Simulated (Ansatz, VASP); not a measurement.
**Two plane-wave programs on MgO**

```xyz
2
Lattice="0.0000 2.1075 2.1075 2.1075 0.0000 2.1075 2.1075 2.1075 0.0000" Properties=species:S:1:pos:R:3 pbc="T T T"
Mg    0.0000    0.0000    0.0000
O     2.1075    2.1075    2.1075
```

Alike in both runs: functional PBEsol; k mesh 10 × 10 × 10; occupations gaussian, width 0.02 eV; no spin polarisation.

Ansatz relaxed the structure, and its values are those at the end. VASP's run is a single point on that final structure, the one shown.

|  | VASP | Ansatz |
| --- | --- | --- |
| version | VASP 6.6.1 | Ansatz 0.2.0 |
| potentials or method | VASP PAW PBE potentials, release 64 (Mg, O), cutoff 520 eV | scalar-relativistic, plane waves, PAW |
| valence electrons in the cell | 8 | 16 |

VASP gave:

* gap on the k mesh at the Fermi level (eV): 4.61
* least direct gap on the mesh (eV): 4.61
* pressure (GPa): -0.6

Q: Which values does Ansatz return?

A: gap on the k mesh at the Fermi level (eV): 4.62; least direct gap on the mesh (eV): 4.62; pressure (GPa): 0.0.

VASP's potentials were made for PBE, not for PBEsol, and Ansatz warns of the same on its side. VASP's potentials hold 8 valence electrons a cell and Ansatz's 16, so a difference there can come from the potentials and not from the codes.
